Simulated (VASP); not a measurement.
# ScRe (Pmma) in VASP: single point with PBE

Aim: the single point of ScRe with PBE.

Program: VASP 6.6.1. These are calculated values, not measurements. Logs are shortened: lines on timing, memory, paths and dates and some standing lists are left out, and cuts for length are marked.

## (1) The cell of the first run

It takes space group Pmma (No. 51, orthorhombic). The conventional cell has a = 4.607 Å, b = 3.363 Å, c = 4.558 Å, α = 90.00°, β = 90.00°, γ = 90.00°. Sc (site symmetry mm2) has 8 Re at 2.72 to 2.95 Å and 6 Sc at 3.00 to 3.50 Å within 3.6 Å. Re (site symmetry mm2) has 8 Sc at 2.72 to 2.95 Å and 6 Re at 2.83 to 3.72 Å within 3.8 Å.

## (2) Single point, PBE

The input, INCAR:

```
PREC = Accurate ; ENCUT = 520
EDIFF = 1E-7 ; ISMEAR = 0
SIGMA = 0.1 ; LREAL = F
LASPH = T ; NELM = 100
ALGO = Fast ; ISIF = 2
LWAVE = F ; LCHARG = F
GGA = PE ; NBANDS = 26
```

The input, KPOINTS:

```
regular mesh
0
Gamma
  10 14 10
```

The input, POSCAR:

```
ScRe
1.0
    4.6067038908      0.0000000000      0.0000000000
    0.0000000000      3.3626352624      0.0000000000
    0.0000000000      0.0000000000      4.5584782339
Sc Re
2 2
Direct
    0.7500000000      0.0000000000      0.7110493714
    0.2500000000      0.0000000000      0.2889506286
    0.7500000000      0.5000000000      0.1794747987
    0.2500000000      0.5000000000      0.8205252013
```

Potentials or basis: VASP PAW PBE potentials, release 64 (Sc_sv, Re).

On the command line:

```console
$ cat potpaw_PBE.64/Sc_sv/POTCAR potpaw_PBE.64/Re/POTCAR > POTCAR
$ mpirun -np 1 vasp_std > vasp.out
```

OUTCAR:

```text
PREC = Accurate
   ENCUT = 520
   EDIFF = 1E-7
   ISMEAR = 0
   LREAL = F
   LASPH = T
   NELM = 100
   ISIF = 2
   GGA = PE

 ion  position               nearest neighbor table
   1  0.750  0.000  0.711-   3 2.72   3 2.72   4 2.90   4 2.90   4 2.90   4 2.90   3 2.95   3 2.95
                             2 3.00   2 3.00
   2  0.250  0.000  0.289-   4 2.72   4 2.72   3 2.90   3 2.90   3 2.90   3 2.90   4 2.95   4 2.95
                             1 3.00   1 3.00
   3  0.750  0.500  0.179-   1 2.72   1 2.72   4 2.83   4 2.83   2 2.90   2 2.90   2 2.90   2 2.90
                             1 2.95   1 2.95
   4  0.250  0.500  0.821-   2 2.72   2 2.72   3 2.83   3 2.83   1 2.90   1 2.90   1 2.90   1 2.90
                             2 2.95   2 2.95

  LATTYP: Found a simple orthorhombic cell.
 ALAT       =     3.3626352624
 B/A-ratio  =     1.3556267267
 C/A-ratio  =     1.3699683526

  Lattice vectors:

 A1 = (   0.0000000000,   3.3626352624,   0.0000000000)
 A2 = (   0.0000000000,   0.0000000000,   4.5584782339)
 A3 = (   4.6067038908,   0.0000000000,   0.0000000000)

Analysis of symmetry for initial positions (statically):
=====================================================================
 Subroutine PRICEL returns:
 Original cell was already a primitive cell.

 Routine SETGRP: Setting up the symmetry group for a
 simple orthorhombic supercell.

 Subroutine GETGRP returns: Found  8 space group operations
 (whereof  4 operations were pure point group operations)
 out of a pool of  8 trial point group operations.

The static configuration has the point symmetry C_2h.
 The point group associated with its full space group is D_2h.

Analysis of symmetry for dynamics (positions and initial velocities):
=====================================================================
 Subroutine PRICEL returns:
 Original cell was already a primitive cell.

 Routine SETGRP: Setting up the symmetry group for a
 simple orthorhombic supercell.

 Subroutine GETGRP returns: Found  8 space group operations
 (whereof  4 operations were pure point group operations)
 out of a pool of  8 trial point group operations.

The dynamic configuration has the point symmetry C_2h.
 The point group associated with its full space group is D_2h.

 Subroutine INISYM returns: Found  8 space group operations
 (whereof  4 operations are pure point group operations),
 and found     1 'primitive' translations

----------------------------------------------------------------------------------------

                                     Primitive cell

  volume of cell :      70.6139

  direct lattice vectors                    reciprocal lattice vectors
     4.606703891  0.000000000  0.000000000     0.217074946  0.000000000  0.000000000
     0.000000000  3.362635262  0.000000000     0.000000000  0.297385807  0.000000000
     0.000000000  0.000000000  4.558478234     0.000000000  0.000000000  0.219371454

  length of vectors
     4.606703891  3.362635262  4.558478234     0.217074946  0.297385807  0.219371454

  position of ions in fractional coordinates (direct lattice)
     0.750000000  0.000000000  0.711049371
     0.250000000  0.000000000  0.288950629
     0.750000000  0.500000000  0.179474799
     0.250000000  0.500000000  0.820525201

  ion indices of the primitive-cell ions
   primitive index   ion index
                 1           1
                 2           2
                 3           3
                 4           4

----------------------------------------------------------------------------------------

 KPOINTS: regular mesh

Automatic generation of k-mesh.
 Grid dimensions read from file:
 generate k-points for:   10   14   10

 Generating k-lattice:

  Cartesian coordinates                     Fractional coordinates (reciprocal lattice)
     0.021707495  0.000000000  0.000000000     0.100000000  0.000000000  0.000000000
     0.000000000  0.021241843  0.000000000     0.000000000  0.071428571  0.000000000
     0.000000000  0.000000000  0.021937145     0.000000000  0.000000000  0.100000000

  Length of vectors
     0.021707495  0.021241843  0.021937145

  Shift w.r.t. Gamma in fractional coordinates (k-lattice)
     0.000000000  0.000000000  0.000000000

 Subroutine IBZKPT returns following result:
 ===========================================

 Found    288 irreducible k-points:

 Following reciprocal coordinates:
            Coordinates               Weight
  0.000000  0.000000  0.000000      1.000000
  0.100000  0.000000  0.000000      2.000000
  0.200000  0.000000  0.000000      2.000000
  0.300000  0.000000  0.000000      2.000000
  0.400000  0.000000  0.000000      2.000000
  0.500000  0.000000  0.000000      1.000000
[... 16 lines left out ...]
  0.400000  0.214286  0.000000      4.000000
  0.500000  0.214286  0.000000      2.000000
 [... further k-points ...]
   k-points           NKPTS =    288   k-points in BZ     NKDIM =    288   number of bands    NBANDS=     26
   number of dos      NEDOS =    301   number of ions     NIONS =      4
   total plane-waves  NPLWV =  36288
   dimension x,y,z NGX =    36 NGY =   28 NGZ =   36
   dimension x,y,z NGXF=    72 NGYF=   56 NGZF=   72
   ions per type =               2   2
   NGX,Y,Z   is equivalent  to a cutoff of  12.99, 13.84, 13.13 a.u.
   NGXF,Y,Z  is equivalent  to a cutoff of  25.98, 27.69, 26.26 a.u.
 SYSTEM =  unknown system
   PREC   = accura    normal or accurate (medium, high low for compatibility)
   ISTART =      0    job   : 0-new  1-cont  2-samecut
   ICHARG =      2    charge: 1-file 2-atom 10-const
   ISPIN  =      1    spin polarized calculation?
   LNONCOLLINEAR =      F non collinear calculations
   LSORBIT =      F    spin-orbit coupling
   LASPH  =      T    aspherical Exc in radial PAW
   ENCUT  =  520.0 eV  38.22 Ry    6.18 a.u.   8.57  6.25  8.48*2*pi/ulx,y,z
   NELM   =    100;   NELMIN=  2; NELMDL= -5     # of ELM steps
   EDIFF  = 0.1E-06   stopping-criterion for ELM
   LREAL  =      F    real-space projection
   EDIFFG = 0.1E-05   stopping-criterion for IOM
   NSW    =      0    number of steps for IOM
   IBRION =     -1    ionic relax: 0-MD 1-quasi-New 2-CG
   NFREE  =      0    steps in history (QN), initial steepest desc. (CG)
   ISIF   =      2    stress and relaxation
   ISYM   =      2    0-nonsym 1-usesym 2-fastsym
   POTIM  = 0.5000    time-step for ionic-motion
   TEBEG  =    0.0;   TEEND  =   0.0 temperature during run
   PSTRESS=    0.0 pullay stress
   NELECT =      36.0000    total number of electrons
   NUPDOWN=      -1.0000    fix difference up-down
   EMIN   =  10.00;   EMAX   =-10.00  energy-range for DOS
   EFERMI =   0.00;   METHOD = LEGACY
   ISMEAR =     0;   SIGMA  =   0.10  broadening in eV -4-tet -1-fermi 0-gaus
   EFERMI_NEDOS =   21; number of points for ismear=-14 and -15
   IALGO  =     68    algorithm
   IMIX   =      4    mixing-type and parameters
     AMIX     =   0.40;   BMIX     =  1.00
     AMIX_MAG =   1.60;   BMIX_MAG =  1.00
  volume/ion in A,a.u.               =      17.65       119.13
  Fermi-wavevector in a.u.,A,eV,Ry     =   1.307813  2.471408 23.271066  1.710375
  Thomas-Fermi vector in A             =   2.438522
   LORBIT       =      0    0 simple, 1 ext, 2 COOP (PROOUT), +10 PAW based schemes
   GGA     = PE    functional components
   LHFCALC =     F    Hartree Fock is set to
   AEXX    =    0.0000 exact exchange contribution
   IVDW    =     0    specifies the selected vdW correction
   LEPSILON=     F    determine dielectric tensor
   LRPA    =     F    only Hartree local field effects (RPA)
 non-spin polarized calculation
 RMM-DIIS sequential band-by-band and
 Gauss-broadening in eV      SIGMA  =   0.10
  energy-cutoff  :      520.00
  volume of cell :       70.61
 maximum number of plane-waves:      1923
 NGX is ok and might be reduce to    36
   NGX = 17   NGY = 13   NGZ = 17

 number of electron      36.0000000 magnetization

 Free energy of the ion-electron system (eV)
  ---------------------------------------------------
  ext. energy  EPLUGINS =         0.00000000
  ---------------------------------------------------
  free energy    TOTEN  =       -36.66997808 eV

  energy without entropy =      -36.64135225  energy(sigma->0) =      -36.65566516

 E-fermi :   5.6136     XC(G=0): -11.9869

 val. band max:        5.6132626125   @ k =   0.3000   0.4286   0.0000
 cond. band min:       5.6172100749   @ k =   0.1000   0.0714   0.4000
 fundamental gap:      0.0039474624
 Fermi energy:         5.6135506142

 k-point     1 :       0.0000    0.0000    0.0000
  band No.  band energies     occupation
      1     -42.8011      2.00000
      2     -42.7346      2.00000
      3     -21.6444      2.00000
      4     -21.5854      2.00000
      5     -21.3765      2.00000
      6     -21.3595      2.00000
[... 18 lines left out ...]
     25       9.5402      0.00000
     26      10.8931      0.00000

 k-point     2 :       0.1000    0.0000    0.0000
  band No.  band energies     occupation
      1     -42.7994      2.00000
      2     -42.7361      2.00000
      3     -21.6422      2.00000
      4     -21.5834      2.00000
      5     -21.3755      2.00000
      6     -21.3615      2.00000
[... 18 lines left out ...]
     25       9.4240      0.00000
     26      10.3845      0.00000

 k-point     3 :       0.2000    0.0000    0.0000
  band No.  band energies     occupation
      1     -42.7944      2.00000
      2     -42.7406      2.00000
      3     -21.6352      2.00000
      4     -21.5786      2.00000
      5     -21.3726      2.00000
      6     -21.3676      2.00000
[... 18 lines left out ...]
     25       9.4646      0.00000
     26      10.4231      0.00000

 k-point     4 :       0.3000    0.0000    0.0000
  band No.  band energies     occupation
      1     -42.7867      2.00000
      2     -42.7476      2.00000
      3     -21.6232      2.00000
      4     -21.5751      2.00000
      5     -21.3821      2.00000
      6     -21.3769      2.00000
[... 18 lines left out ...]
     25       9.5052      0.00000
     26      10.1236      0.00000

 k-point     5 :       0.4000    0.0000    0.0000
  band No.  band energies     occupation
      1     -42.7772      2.00000
      2     -42.7566      2.00000
      3     -21.6070      2.00000
      4     -21.5782      2.00000
      5     -21.3937      2.00000
      6     -21.3872      2.00000
[... 18 lines left out ...]
     25       9.5475      0.00000
     26      10.0740      0.00000

 k-point     6 :       0.5000    0.0000    0.0000
  band No.  band energies     occupation
      1     -42.7668      2.00000
      2     -42.7668      2.00000
      3     -21.5901      2.00000
      4     -21.5901      2.00000
      5     -21.3947      2.00000
      6     -21.3947      2.00000
[... 427 lines left out ...]
 k-point    21 :       0.2000    0.2143    0.0000
  band No.  band energies     occupation
      1     -42.7875      2.00000
      2     -42.7350      2.00000
      3     -21.6308      2.00000
      4     -21.5797      2.00000
      5     -21.4521      2.00000
      6     -21.3986      2.00000
[... 18 lines left out ...]
     25       9.8084      0.00000
     26      10.0913      0.00000

 k-point    22 :       0.3000    0.2143    0.0000
  band No.  band energies     occupation
      1     -42.7802      2.00000
      2     -42.7421      2.00000
      3     -21.6167      2.00000
      4     -21.5760      2.00000
      5     -21.4444      2.00000
      6     -21.4054      2.00000
[... 18 lines left out ...]
     25       9.5006      0.00000
     26      10.0227      0.00000

 k-point    23 :       0.4000    0.2143    0.0000
  band No.  band energies     occupation
      1     -42.7710      2.00000
      2     -42.7510      2.00000
      3     -21.6003      2.00000
      4     -21.5771      2.00000
      5     -21.4345      2.00000
      6     -21.4140      2.00000
[... 18 lines left out ...]
     25       9.1955      0.00000
     26      10.0705      0.00000

 k-point    24 :       0.5000    0.2143    0.0000
  band No.  band energies     occupation
      1     -42.7610      2.00000
      2     -42.7610      2.00000
      3     -21.5856      2.00000
      4     -21.5856      2.00000
      5     -21.4239      2.00000
      6     -21.4239      2.00000
[... 18 lines left out ...]
     25       9.5877      0.00000
     26       9.9738      0.00000

 [... further k-points ...]

------------------------ aborting loop because EDIFF is reached ----------------------------------------

  FORCE on cell =-STRESS in cart. coord.  units (eV):
  Direction    XX          YY          ZZ          XY          YZ          ZX
  --------------------------------------------------------------------------------------
  -------------------------------------------------------------------------------------
  Total        0.0079459      0.0568640      0.0164192      0.0000000      0.0000000      0.0000000
  in kB        0.1802876      1.2902022      0.3725404      0.0000000      0.0000000      0.0000000
  external PRESSURE =       0.6143434 kB  Pullay stress =       0.0000000 kB

 VOLUME and BASIS-vectors are now :
 -----------------------------------------------------------------------------
  energy-cutoff  :      520.00
  volume of cell :       70.61
      direct lattice vectors                 reciprocal lattice vectors
     4.606703891  0.000000000  0.000000000     0.217074946  0.000000000  0.000000000
     0.000000000  3.362635262  0.000000000     0.000000000  0.297385807  0.000000000
     0.000000000  0.000000000  4.558478234     0.000000000  0.000000000  0.219371454

 POSITION                                       TOTAL-FORCE (eV/Angst)
 -----------------------------------------------------------------------------------
      3.45503      0.00000      3.24130         0.000000      0.000000     -0.003390
      1.15168      0.00000      1.31718        -0.000000      0.000000      0.003390
      3.45503      1.68132      0.81813        -0.000000     -0.000000      0.007521
      1.15168      1.68132      3.74035        -0.000000      0.000000     -0.007521
 -----------------------------------------------------------------------------------
    total drift:                                0.000000      0.000000      0.000000

  FREE ENERGIE OF THE ION-ELECTRON SYSTEM (eV)
  ---------------------------------------------------
  free  energy   TOTEN  =       -36.6699780789 eV

  energy  without entropy=      -36.6413522491  energy(sigma->0) =      -36.65566516
```

Wall time 15 min (1 thread of Intel Xeon Platinum 8375C at 2.90GHz (Ice Lake), shared host); peak memory 0.56 GiB.

Results:

| Property | Result |
| --- | --- |
| Free energy | -36.6700 eV |
| Pressure | 0.1 GPa |
| Largest force | 0.008 eV/Å |
| Band gap on the k mesh | zero (bands 18 and 19 overlap by 1.85 eV) |

Forces on the atoms (eV/Å):
```
Sc   0.000  0.000 -0.003
Sc   0.000  0.000  0.003
Re   0.000  0.000  0.008
Re   0.000  0.000 -0.008
```

Caveat: spin-orbit coupling is left out, which moves the levels of the heavy elements.
